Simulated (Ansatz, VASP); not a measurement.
**One calculation of C, two programs**

```
C
1.0
     0.00000    1.42317   -3.36139
    -2.46500    0.00000    0.00000
     1.84875   10.71141    2.98890
C
10
Direct
  0.38697 0.17926 0.77235
  0.75302 0.64454 0.05939
  0.91151 0.27822 0.23763
  0.07000 0.91190 0.41587
  0.22848 0.54558 0.59411
  0.80547 0.18914 0.11885
  0.96396 0.82282 0.29709
  0.12244 0.45650 0.47533
  0.28093 0.09018 0.65357
  0.43942 0.72386 0.83181
```

Alike in both runs: task single point; functional PBE; dispersion D3(BJ); k mesh 7 × 11 × 3; occupations gaussian, width 0.05 eV; no spin polarisation.

|  | VASP | Ansatz |
| --- | --- | --- |
| version | VASP 6.6.1 | Ansatz 0.2.0 |
| potentials or method | VASP PAW PBE potentials, release 64 (C), cutoff 520 eV | scalar-relativistic, plane waves, PAW |
| valence electrons in the cell | 40 | 40 |

VASP gave:

| Item | Value |
| --- | --- |
| gap on the k mesh at the Fermi level (eV) | none |
| pressure (GPa) | -3.2 |
| traceless stress, the component that is largest in VASP (GPa) | -2.93 |
| rms of the force components (eV/Å) | 0.758 |

**Question.** Which values does Ansatz return?

**Answer.** gap on the k mesh at the Fermi level (eV): none; pressure (GPa): -3.6; traceless stress, the component that is largest in VASP (GPa): -3.08; rms of the force components (eV/Å): 0.760.

Atom by atom the forces differ by 0.012 eV/Å (rms over components). A gap of «none» marks a metal or a gap that the smearing closes.
